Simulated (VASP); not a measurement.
Input of a VASP 6.6.1 run:

The input INCAR:

```
PREC = Accurate ; ENCUT = 400
EDIFF = 1E-6 ; ISMEAR = 0
SIGMA = 0.05 ; LREAL = Auto
LASPH = T ; NELM = 120
ALGO = Normal ; ISIF = 2
LWAVE = F ; LCHARG = F
GGA = PE ; NBANDS = 99
GGA_COMPAT = F
```

KPOINTS

```
Automatic mesh
0
Gamma
  1 1 1
```

The input POSCAR:

```
Ga5Sb5H18
1.0
   16.2000000000      0.0000000000      0.0000000000
    0.0000000000     16.3000000000      0.0000000000
    0.0000000000      0.0000000000     16.6000000000
Sb Ga H
5 5 18
Direct
    0.5185292669      0.4124929085      0.6003465737
    0.5185248421      0.6021877363      0.4140825650
    0.3559518379      0.3975657459      0.3994205603
    0.6492114180      0.3878641866      0.3898948030
    0.6728953350      0.6142296184      0.6121630189
    0.4271708479      0.5111051824      0.5109145113
    0.5767103759      0.2926187883      0.5037876952
    0.6036131844      0.7151278002      0.5012364578
    0.5767178571      0.5038588613      0.2963781184
    0.6036099776      0.5012624699      0.7112388145
    0.4428039207      0.3643730936      0.6548492576
    0.3408485101      0.5421146902      0.5413605289
    0.4428004851      0.6576917539      0.3668276034
    0.4990607912      0.2560337411      0.4602007045
    0.6440725067      0.2406454695      0.5470028114
    0.5382153123      0.7667558036      0.5479394104
    0.6740443317      0.7494557445      0.4468987518
    0.4046757802      0.3322286261      0.3352353511
    0.2886938663      0.3271547891      0.4385057971
    0.2886855828      0.4373893274      0.3302997691
    0.7046780308      0.3246799868      0.3278445212
    0.7335973491      0.4324937406      0.4337215110
    0.4990749560      0.4594721201      0.2604350362
    0.6440760952      0.5478760709      0.2453420072
    0.5382112541      0.5488296851      0.7619289652
    0.6740464478      0.4459382926      0.7449566221
    0.7326780012      0.6754516467      0.6722784701
    0.7542878531      0.5669260280      0.5657127573
```

Potentials or basis: VASP PAW PBE potentials, release 64 (Sb_d_GW, Ga_d, H).

The run is started by

```bash
$ cat potpaw_PBE.64/Sb_d_GW/POTCAR potpaw_PBE.64/Ga_d/POTCAR potpaw_PBE.64/H/POTCAR > POTCAR
$ mpirun -np 1 vasp_gam > vasp.out
```

**Question.** Predict the gap between the frontier levels.

**Answer.** 3.60 eV.

**Question.** Predict the largest force.

**Answer.** 0.051 eV/Å.

Forces on the atoms (eV/Å):
```
Sb   0.016  0.016 -0.010
Sb   0.016 -0.013  0.014
Sb   0.008  0.009  0.007
Sb  -0.006  0.006  0.006
Sb  -0.006 -0.009 -0.007
Ga  -0.045  0.019  0.016
Ga   0.009 -0.020  0.006
Ga   0.004  0.023 -0.004
Ga   0.009  0.004 -0.022
Ga   0.004  0.000  0.023
H   -0.015 -0.007  0.009
H    0.037 -0.014 -0.014
H   -0.015  0.009 -0.007
H    0.000  0.001  0.003
H   -0.003  0.007 -0.001
H    0.003 -0.005 -0.001
H   -0.007 -0.004  0.004
H    0.001 -0.010 -0.010
H   -0.012 -0.012  0.003
H   -0.012  0.002 -0.011
H   -0.001 -0.007 -0.007
H    0.006  0.004  0.004
H    0.001  0.003  0.001
H   -0.003 -0.002  0.007
H    0.003 -0.002 -0.005
H   -0.007  0.003 -0.004
H    0.005  0.006  0.007
H    0.009 -0.009 -0.008
```

Caveat: spin-orbit coupling is left out, which moves the levels of the heavy elements.
